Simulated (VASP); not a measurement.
# CuAu (P4/mmm) in VASP: a series of runs

The runs below take CuAu through vibrations by perturbation theory, with PBEsol, PBE.

All numbers are computed with VASP 6.6.1; they aren't measurements. Logs are shortened: lines on timing, memory, paths and dates and some standing lists are left out, and cuts for length are marked.

### 1 The cell of the first run

The structure is tetragonal, space group P4/mmm (No. 123). Conventional cell: a = 2.811 Å, b = 2.811 Å, c = 3.685 Å, α = 90.00°, β = 90.00°, γ = 90.00°. Au (site symmetry 4/mmm) has 8 Cu at 2.71 Å and 4 Au at 2.81 Å within 3.6 Å. Cu (site symmetry 4/mmm) has 8 Au at 2.71 Å and 4 Cu at 2.81 Å within 3.6 Å.

### 2 Vibrations by perturbation theory, PBEsol

INCAR

```
SYSTEM = CuAu
PREC = Accurate ; ENCUT = 520
EDIFF = 1E-8 ; ISMEAR = -1
SIGMA = 0.05 ; LREAL = .FALSE.
LASPH = .TRUE. ; NELM = 80
ALGO = Normal ; ISIF = 2
LWAVE = .FALSE. ; LCHARG = .TRUE.
GGA = PS ; NBANDS = 18
IBRION = 8 ; NSW = 1
```

KPOINTS

```
regular mesh
0
G
  8 8 6
  0 0 0
```

POSCAR

```
CuAu
1.0
    2.8107494552      0.0000000000      0.0000000000
    0.0000000000      2.8107494552      0.0000000000
    0.0000000000      0.0000000000      3.6850000000
Au Cu
1 1
Direct
    0.0000000000      0.0000000000      0.0000000000
    0.5000000000      0.5000000000      0.5000000000
```

Potentials or basis: VASP PAW PBE potentials, release 64 (Au, Cu).

On the command line:

```bash
> cat potpaw_PBE.64/Au/POTCAR potpaw_PBE.64/Cu/POTCAR > POTCAR
> mpirun -np 1 vasp_std > vasp.out
```

OUTCAR:

```text
SYSTEM = CuAu
   PREC = Accurate
   ENCUT = 520
   EDIFF = 1E-8
   ISMEAR = -1
   LREAL = .FALSE.
   LASPH = .TRUE.
   NELM = 80
   ISIF = 2
   GGA = PS
   IBRION = 8
   NSW = 1

 ion  position               nearest neighbor table
   1  0.000  0.000  0.000-   2 2.71   2 2.71   2 2.71   2 2.71   2 2.71   2 2.71   2 2.71   2 2.71

   2  0.500  0.500  0.500-   1 2.71   1 2.71   1 2.71   1 2.71   1 2.71   1 2.71   1 2.71   1 2.71

  LATTYP: Found a simple tetragonal cell.
 ALAT       =     2.8107494552
 C/A-ratio  =     1.3110382333

  Lattice vectors:

 A1 = (   2.8107494552,   0.0000000000,   0.0000000000)
 A2 = (   0.0000000000,   2.8107494552,   0.0000000000)
 A3 = (   0.0000000000,   0.0000000000,   3.6850000000)

Analysis of symmetry for initial positions (statically):
=====================================================================
 Subroutine PRICEL returns:
 Original cell was already a primitive cell.

 Routine SETGRP: Setting up the symmetry group for a
 simple tetragonal supercell.

 Subroutine GETGRP returns: Found 16 space group operations
 (whereof 16 operations were pure point group operations)
 out of a pool of 16 trial point group operations.

The static configuration has the point symmetry D_4h.

Analysis of symmetry for dynamics (positions and initial velocities):
=====================================================================
 Subroutine PRICEL returns:
 Original cell was already a primitive cell.

 Routine SETGRP: Setting up the symmetry group for a
 simple tetragonal supercell.

 Subroutine GETGRP returns: Found 16 space group operations
 (whereof 16 operations were pure point group operations)
 out of a pool of 16 trial point group operations.

The dynamic configuration has the point symmetry D_4h.

 Subroutine INISYM returns: Found 16 space group operations
 (whereof 16 operations are pure point group operations),
 and found     1 'primitive' translations

----------------------------------------------------------------------------------------

                                     Primitive cell

  volume of cell :      29.1127

  direct lattice vectors                    reciprocal lattice vectors
     2.810749455  0.000000000  0.000000000     0.355776997  0.000000000  0.000000000
     0.000000000  2.810749455  0.000000000     0.000000000  0.355776997  0.000000000
     0.000000000  0.000000000  3.685000000     0.000000000  0.000000000  0.271370421

  length of vectors
     2.810749455  2.810749455  3.685000000     0.355776997  0.355776997  0.271370421

  position of ions in fractional coordinates (direct lattice)
     0.000000000  0.000000000  0.000000000
     0.500000000  0.500000000  0.500000000

  ion indices of the primitive-cell ions
   primitive index   ion index
                 1           1
                 2           2

----------------------------------------------------------------------------------------

 KPOINTS: regular mesh

Automatic generation of k-mesh.
 Grid dimensions read from file:
 generate k-points for:    8    8    6

 Generating k-lattice:

  Cartesian coordinates                     Fractional coordinates (reciprocal lattice)
     0.044472125  0.000000000  0.000000000     0.125000000  0.000000000  0.000000000
     0.000000000  0.044472125  0.000000000     0.000000000  0.125000000  0.000000000
     0.000000000  0.000000000  0.045228403     0.000000000  0.000000000  0.166666667

  Length of vectors
     0.044472125  0.044472125  0.045228403

  Shift w.r.t. Gamma in fractional coordinates (k-lattice)
     0.000000000  0.000000000  0.000000000

 Subroutine IBZKPT returns following result:
[... 67 lines left out ...]
   IMIX   =      4    mixing-type and parameters
     AMIX     =   0.40;   BMIX     =  1.00
     AMIX_MAG =   1.60;   BMIX_MAG =  1.00
  volume/ion in A,a.u.               =      14.56        98.23
  Fermi-wavevector in a.u.,A,eV,Ry     =   1.491152  2.817868 30.253005  2.223533
  Thomas-Fermi vector in A             =   2.603843
   LORBIT       =      0    0 simple, 1 ext, 2 COOP (PROOUT), +10 PAW based schemes
   GGA     = PS    functional components
   LHFCALC =     F    Hartree Fock is set to
   AEXX    =    0.0000 exact exchange contribution
   IVDW    =     0    specifies the selected vdW correction
   LEPSILON=     F    determine dielectric tensor
   LRPA    =     F    only Hartree local field effects (RPA)
 non-spin polarized calculation
  energy-cutoff  :      520.00
  volume of cell :       29.11
 maximum number of plane-waves:       808
 NGX is ok and might be reduce to    24
   NGX = 11   NGY = 11   NGZ = 13

--------------------------------------- Ionic step        1  -------------------------------------------

 number of electron      22.0000010 magnetization

 Free energy of the ion-electron system (eV)
  ---------------------------------------------------
  ext. energy  EPLUGINS =         0.00000000
  ---------------------------------------------------
  free energy    TOTEN  =        -8.33774253 eV

  energy without entropy =       -8.33222568  energy(sigma->0) =       -8.33498410

 E-fermi :   8.5641     XC(G=0): -12.8339

 val. band max:        8.5319758745   @ k =   0.5000   0.1250   0.1667
 cond. band min:       8.6242496103   @ k =   0.2500   0.0000   0.3333
 fundamental gap:      0.0922737358
 Fermi energy:         8.5641416847

 k-point     1 :       0.0000    0.0000    0.0000
  band No.  band energies     occupation
      1      -1.2798      2.00000
      2       1.9527      2.00000
      3       2.1011      2.00000
      4       4.4994      2.00000
      5       4.4994      2.00000
      6       5.5770      2.00000
[... 481 lines left out ...]
      5       4.4137      2.00000
      6       5.2548      2.00000
[... 10 lines left out ...]
     17      22.6340      0.00000
     18      24.1904      0.00000

 [... further k-points ...]
[... 5 lines left out ...]
  --------------------------------------------------------------------------------------
  -------------------------------------------------------------------------------------
  Total       -0.4789136     -0.4789136     -0.8584625      0.0000000      0.0000000      0.0000000
  in kB      -26.3563912    -26.3563912    -47.2443787      0.0000000      0.0000000      0.0000000
  external PRESSURE =     -33.3190537 kB  Pullay stress =       0.0000000 kB

 VOLUME and BASIS-vectors are now :
 -----------------------------------------------------------------------------
  energy-cutoff  :      520.00
  volume of cell :       29.11
      direct lattice vectors                 reciprocal lattice vectors
     2.810749455  0.000000000  0.000000000     0.355776997  0.000000000  0.000000000
     0.000000000  2.810749455  0.000000000     0.000000000  0.355776997  0.000000000
     0.000000000  0.000000000  3.685000000     0.000000000  0.000000000  0.271370421

 POSITION                                       TOTAL-FORCE (eV/Angst)
 -----------------------------------------------------------------------------------
      0.00000      0.00000      0.00000         0.000000      0.000000      0.000000
      1.40537      1.40537      1.84250         0.000000      0.000000      0.000000
 -----------------------------------------------------------------------------------
    total drift:                                0.000000      0.000000     -0.000000

  FREE ENERGIE OF THE ION-ELECTRON SYSTEM (eV)
  ---------------------------------------------------
  free  energy   TOTEN  =        -8.3377425280 eV

  energy  without entropy=       -8.3322256763  energy(sigma->0) =       -8.33498410

[... ionic steps 2 to 3 ...]

--------------------------------------- Ionic step        4  -------------------------------------------

------------------------ aborting loop because EDIFF is reached ----------------------------------------
[... 11 lines left out ...]
[... ionic steps 8 to 8 ...]

--------------------------------------- Ionic step        9  -------------------------------------------

 Free energy of the ion-electron system (eV)
  ---------------------------------------------------
  ---------------------------------------------------
  free energy    TOTEN  =        -0.24500918 eV

  energy without entropy =       -0.24500918

------------------------ aborting loop because EDIFF is reached ----------------------------------------

 INTERNAL STRAIN TENSOR  FOR ION    2  DIRECTION 3   (eV/Angst):
 -----------------------------------------------------------------------------
     0.04365  0.00000  0.00000
     0.00000  0.04365  0.00000
     0.00000  0.00000 -0.07415

 INTERNAL STRAIN TENSOR FOR ION    2 for displacements in x,y,z  (eV/Angst):
          X           Y           Z          XY          YZ          ZX
  --------------------------------------------------------------------------------
  x     0.00000     0.00000     0.00000     0.00000     0.00000     0.00000
  y     0.00000     0.00000     0.00000     0.00000     0.00000     0.00000
  z     0.00000     0.00000     0.00000     0.00000     0.00000     0.00000

 SECOND DERIVATIVES (NOT SYMMETRIZED)
 ------------------------------------
               1X          1Y          1Z          2X          2Y          2Z
  1X    -3.216071    0.000000    0.000000    3.216071    0.000000    0.000000
  1Y     0.000000   -3.216071    0.000000    0.000000    3.216071    0.000000
  1Z     0.000000    0.000000   -6.384916    0.000000   -0.000000    6.384916
  2X     3.200071    0.000000    0.000000   -3.200071    0.000000    0.000000
  2Y     0.000000    3.200071    0.000000    0.000000   -3.200071    0.000000
  2Z     0.000000   -0.000000    6.401832    0.000000    0.000000   -6.401832

 Eigenvectors and eigenvalues of the dynamical matrix
 ----------------------------------------------------

   1 f  =    5.704756 THz    35.844038 2PiTHz  190.290171 cm-1    23.592964 meV
             X         Y         Z           dx          dy          dz
      0.000000  0.000000  0.000000     0.000000    0.000000   -0.493396
      1.405375  1.405375  1.842500     0.000000    0.000000    0.869805
[... 21 lines left out ...]
   6 f/i=    0.004329 THz     0.027199 2PiTHz    0.144397 cm-1     0.017903 meV
             X         Y         Z           dx          dy          dz
      0.000000  0.000000  0.000000    -0.467812   -0.732327   -0.000000
      1.405375  1.405375  1.842500    -0.266381   -0.417001    0.000000

--------------------------------------------------------------------------------------------------------

 ELASTIC MODULI CONTR FROM IONIC RELAXATION (kBar)
 Direction    XX          YY          ZZ          XY          YZ          ZX
 --------------------------------------------------------------------------------
 XX           0.0000      0.0000      0.0000      0.0000      0.0000      0.0000
 YY           0.0000      0.0000      0.0000      0.0000      0.0000      0.0000
 ZZ           0.0000      0.0000      0.0000      0.0000      0.0000      0.0000
 XY           0.0000      0.0000      0.0000      0.0000      0.0000      0.0000
 YZ           0.0000      0.0000      0.0000      0.0000      0.0000      0.0000
 ZX           0.0000      0.0000      0.0000      0.0000      0.0000      0.0000
 --------------------------------------------------------------------------------
```

Run time: 2.4 min. Hardware: 1 thread of Intel Xeon Platinum 8559C (Emerald Rapids), shared host; peak memory 0.29 GiB.

Results:

```
Highest phonon frequency at Γ, LO-TO splitting left out : 190 cm⁻¹
```

Phonon frequencies in cm⁻¹ (negative: imaginary):
```
              q point        frequencies
(0.000, 0.000, 0.000)  0 0 0 135 135 190
```

Caveat: the cell wasn't relaxed at this level first, which shifts response properties; the PAW data sets were made with another functional, which shifts forces and pressure a little; spin-orbit coupling is left out, which moves the levels of the heavy elements.

### 3 Vibrations by perturbation theory, PBE

INCAR

```
SYSTEM = CuAu
PREC = Accurate ; ENCUT = 520
EDIFF = 1E-8 ; ISMEAR = -1
SIGMA = 0.05 ; LREAL = .FALSE.
LASPH = .TRUE. ; NELM = 60
ALGO = Fast ; ISIF = 2
LWAVE = .FALSE. ; LCHARG = .FALSE.
GGA = PE ; IBRION = 8
NSW = 1
```

KPOINTS is that of step 2.

POSCAR is that of step 2.

Potentials or basis: VASP PAW PBE potentials, release 64 (Au, Cu).

On the command line:

```bash
> cat potpaw_PBE.64/Au/POTCAR potpaw_PBE.64/Cu/POTCAR > POTCAR
> mpirun -np 1 vasp_std > vasp.out
```

OUTCAR:

```text
SYSTEM = CuAu
   PREC = Accurate
   ENCUT = 520
   EDIFF = 1E-8
   ISMEAR = -1
   LREAL = .FALSE.
   LASPH = .TRUE.
   NELM = 60
   ISIF = 2
   GGA = PE
   IBRION = 8
   NSW = 1

 ion  position               nearest neighbor table
   1  0.000  0.000  0.000-   2 2.71   2 2.71   2 2.71   2 2.71   2 2.71   2 2.71   2 2.71   2 2.71

   2  0.500  0.500  0.500-   1 2.71   1 2.71   1 2.71   1 2.71   1 2.71   1 2.71   1 2.71   1 2.71

  LATTYP: Found a simple tetragonal cell.
 ALAT       =     2.8107494552
 C/A-ratio  =     1.3110382333

  Lattice vectors:

 A1 = (   2.8107494552,   0.0000000000,   0.0000000000)
 A2 = (   0.0000000000,   2.8107494552,   0.0000000000)
 A3 = (   0.0000000000,   0.0000000000,   3.6850000000)

Analysis of symmetry for initial positions (statically):
=====================================================================
 Subroutine PRICEL returns:
 Original cell was already a primitive cell.

 Routine SETGRP: Setting up the symmetry group for a
 simple tetragonal supercell.
[... 671 lines left out ...]

 INTERNAL STRAIN TENSOR  FOR ION    2  DIRECTION 3   (eV/Angst):
 -----------------------------------------------------------------------------
     0.04500  0.00000  0.00000
     0.00000  0.04500 -0.00000
     0.00000  0.00000 -0.07393

 INTERNAL STRAIN TENSOR FOR ION    2 for displacements in x,y,z  (eV/Angst):
          X           Y           Z          XY          YZ          ZX
  --------------------------------------------------------------------------------
  x     0.00000     0.00000     0.00000     0.00000     0.00000     0.00000
  y     0.00000     0.00000     0.00000     0.00000     0.00000     0.00000
  z     0.00000     0.00000     0.00000     0.00000     0.00000     0.00000

 SECOND DERIVATIVES (NOT SYMMETRIZED)
 ------------------------------------
               1X          1Y          1Z          2X          2Y          2Z
  1X    -3.525472    0.000000    0.000000    3.525472    0.000000    0.000000
  1Y     0.000000   -3.525472    0.000000    0.000000    3.525472    0.000000
  1Z     0.000000    0.000000   -7.048127    0.000000    0.000000    7.048127
  2X     3.505356    0.000000    0.000000   -3.505356    0.000000    0.000000
  2Y     0.000000    3.505356    0.000000    0.000000   -3.505356    0.000000
  2Z     0.000000   -0.000000    7.060804    0.000000    0.000000   -7.060804

 Eigenvectors and eigenvalues of the dynamical matrix
 ----------------------------------------------------

   1 f  =    5.991794 THz    37.647550 2PiTHz  199.864724 cm-1    24.780056 meV
             X         Y         Z           dx          dy          dz
      0.000000  0.000000  0.000000     0.000000    0.000000   -0.493555
      1.405375  1.405375  1.842500     0.000000    0.000000    0.869715
[... 21 lines left out ...]
   6 f/i=    0.005200 THz     0.032671 2PiTHz    0.173446 cm-1     0.021504 meV
             X         Y         Z           dx          dy          dz
      0.000000  0.000000  0.000000     0.868916    0.000000    0.000000
      1.405375  1.405375  1.842500     0.494960    0.000000    0.000000

--------------------------------------------------------------------------------------------------------

 ELASTIC MODULI CONTR FROM IONIC RELAXATION (kBar)
 Direction    XX          YY          ZZ          XY          YZ          ZX
 --------------------------------------------------------------------------------
 XX           0.0000      0.0000      0.0000      0.0000      0.0000      0.0000
 YY           0.0000      0.0000      0.0000      0.0000      0.0000      0.0000
 ZZ           0.0000      0.0000      0.0000      0.0000      0.0000      0.0000
 XY           0.0000      0.0000      0.0000      0.0000      0.0000      0.0000
 YZ           0.0000      0.0000      0.0000      0.0000      0.0000      0.0000
 ZX           0.0000      0.0000      0.0000      0.0000      0.0000      0.0000
 --------------------------------------------------------------------------------
```

stdout:

```text
POSCAR found type information on POSCAR AuCu
 POSCAR found :  2 types and       2 ions
 scaLAPACK will be used
 LDA part: xc-table for (Slater+PW92), standard interpolation
 POSCAR, INCAR and KPOINTS ok, starting setup
 FFT: planning ... GRIDC
 FFT: planning ... GRID_SOFT
 FFT: planning ... GRID
 WAVECAR not read
 entering main loop
 Linear response reoptimize wavefunctions to high precision
 Linear response DOF=           4
 Linear response progress:
 first order change of Fermi-energy   0.56817E-03
 force on displaced ion       1 direction 1 :  -3.525   0.000   0.000
 Linear response progress:
 first order change of Fermi-energy   0.21055E-03
 force on displaced ion       1 direction 3 :   0.000  -0.000  -7.048
 Linear response progress:
 first order change of Fermi-energy   0.47201E-04
 force on displaced ion       2 direction 1 :  -3.505   0.000   0.000
 Linear response progress:
 first order change of Fermi-energy   0.31009E-03
 force on displaced ion       2 direction 3 :  -0.000  -0.000  -7.061
 Linear response finished
```

Wall time 3.6 min (1 thread of Intel Xeon Platinum 8488C (Sapphire Rapids), shared host); peak memory 0.28 GiB.

Results:

* Highest phonon frequency at Γ, LO-TO splitting left out: 200 cm⁻¹

Phonon frequencies in cm⁻¹ (negative: imaginary):
```
              q point        frequencies
(0.000, 0.000, 0.000)  0 0 0 141 141 200
```

Caveat: the cell wasn't relaxed at this level first, which shifts response properties; spin-orbit coupling is left out, which moves the levels of the heavy elements.
